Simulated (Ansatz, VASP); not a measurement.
## LaYN2 in VASP and in Ansatz

File INCAR:

```
PREC = Accurate
ENCUT = 600
EDIFF = 1E-6
ISMEAR = 0
SIGMA = 0.1
LREAL = F
LASPH = T
NELM = 100
ALGO = Normal
ISIF = 3
LWAVE = F
LCHARG = F
GGA = PE
IBRION = 2
NSW = 100
EDIFFG = -0.01
```

The input KPOINTS:

```
regular mesh
0
Gamma
  12 12 8
```

The input POSCAR:

```
LaYN2
1.0
    3.7025938339      0.0000000000      0.0000000000
   -1.8512969169      3.2065403200      0.0000000000
    0.0000000000      0.0000000000      6.6066813338
La Y N
1 1 2
Direct
    0.0000000000      0.0000000000      0.7111607487
    0.0000000000      0.0000000000      0.1581018422
    0.3333333333      0.6666666667      0.9451768545
    0.6666666667      0.3333333333      0.9451768545
```

Input for Ansatz:

```yaml
crystal:
  lattice:
    - [3.7025938339, 0.0, 0.0]
    - [-1.8512969169, 3.20654032, 0.0]
    - [0.0, 0.0, 6.6066813338]
  atoms:
    - { symbol: La, position: [0.0, 0.0, 0.7111607487] }
    - { symbol: "Y", position: [0.0, 0.0, 0.1581018422] }
    - { symbol: "N", position: [0.3333333333, 0.6666666667, 0.9451768545] }
    - { symbol: "N", position: [0.6666666667, 0.3333333333, 0.9451768545] }
basis:
  ecutwfc: 420
kpoints:
  mp_grid: { grid: [12, 12, 8] }
hamiltonian:
  xc: pbe
scf:
  occupations: { method: gaussian, width: 0.1 }
output:
  forces: true
  stress: true
  eigenvalues: true
relax:
  adjacent_minimum: "off"
  f_tol: 0.01
  max_steps: 80
  cell: { stress_tol: 0.05 }
```

Alike in both runs: task relaxation of cell and atoms; functional PBE; k mesh 12 × 12 × 8; occupations gaussian, width 0.1 eV; no spin polarisation.

|  | VASP | Ansatz |
| --- | --- | --- |
| version | VASP 6.6.1 | Ansatz 0.2.0 |
| potentials or method | VASP PAW PBE potentials, release 64 (La, Y_sv, N), cutoff 600 eV | scalar-relativistic, plane waves, PAW |
| valence electrons in the cell | 32 | 32 |

```csv
,VASP,Ansatz,Ansatz less VASP
"gap on the k mesh at the Fermi level, each at its own relaxed structure (eV)",none,none,-
relaxed volume (Å³/atom),19.65,19.73,+0.079
relaxed cell length with the largest relative difference (Å),3.701,3.707,+0.0057
```

A gap of «none» marks a metal or a gap that the smearing closes.

Neither program's run includes spin-orbit coupling.
